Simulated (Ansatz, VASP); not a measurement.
## Al: VASP beside Ansatz

```
CELL_PARAMETERS angstrom
2.80809 0.00000 0.00000
-1.40404 2.38324 0.00000
0.00000 0.00000 4.68908
ATOMIC_POSITIONS crystal
Al 0.66667 0.33333 0.75000
Al 0.33333 0.66667 0.25000
```

Change from the starting cell: strain -0.0200 x Voigt [0, 1, 0, 0, 0, 0], atoms carried along.

Alike in both runs: task single point; functional r2SCAN; k mesh 24 × 24 × 14; occupations gaussian, width 0.15 eV; no spin polarisation.

|  | VASP | Ansatz |
| --- | --- | --- |
| version | VASP 6.6.1 | Ansatz 0.2.0 |
| potentials or method | VASP PAW PBE potentials, release 64 (Al), cutoff 520 eV | scalar-relativistic, plane waves, PAW |
| valence electrons in the cell | 6 | 6 |

Ansatz gave:

* gap on the k mesh at the Fermi level (eV): none
* pressure (GPa): 2.0
* traceless stress, the component that is largest in VASP (GPa): 1.64
* rms of the force components (eV/Å): 0.005

**Question.** Estimate VASP's values.

**Answer.** gap on the k mesh at the Fermi level (eV): none; pressure (GPa): 1.7; traceless stress, the component that is largest in VASP (GPa): 1.64; rms of the force components (eV/Å): 0.005.

VASP's potentials were made for PBE, not for r2SCAN. Atom by atom the forces differ by 0.000 eV/Å (rms over components). A gap of «none» marks a metal or a gap that the smearing closes. The functional is the same, so the differences come from potentials, cutoffs and numerics.
